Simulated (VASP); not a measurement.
A run of VASP 6.6.1:

INCAR

```
ALGO = Normal
EDIFF = 1E-6
ENCUT = 520
ISIF = 2
ISMEAR = 0
LASPH = True
LCHARG = False
LREAL = False
LWAVE = False
NBANDS = 25
NELM = 100
PREC = Accurate
SIGMA = 0.05
```

The input KPOINTS:

```
k-points
0
Gamma
  6 6 10
```

File POSCAR:

```
SiO2
1.0
    3.9205956915      0.0000000000      0.0000000000
    0.0000000000      3.9205956915      0.0000000000
    0.0000000000      0.0000000000      2.5110807870
Si O
2 4
Direct
    0.5000000000      0.5000000000      0.5000000000
    0.0000000000      0.0000000000      0.0000000000
    0.6944252994      0.6944252994      0.0000000000
    0.1944252994      0.8055747006      0.5000000000
    0.3055747006      0.3055747006      0.0000000000
    0.8055747006      0.1944252994      0.5000000000
```

Potentials or basis: VASP PAW LDA potentials, release 64 (Si, O).

The run is started by

```console
$ cat potpaw_LDA.64/Si/POTCAR potpaw_LDA.64/O/POTCAR > POTCAR
$ mpirun -np 1 vasp_std > vasp.out
```

Hardware: 1 thread of Intel Xeon 8259CL (shared host).

Question: How long does it take, and how much memory?

Answer: Run time: 63 s on 1 thread of Intel Xeon 8259CL, on a shared host, peak memory 0.16 GiB. Counts: scf iterations 12, k points 60.
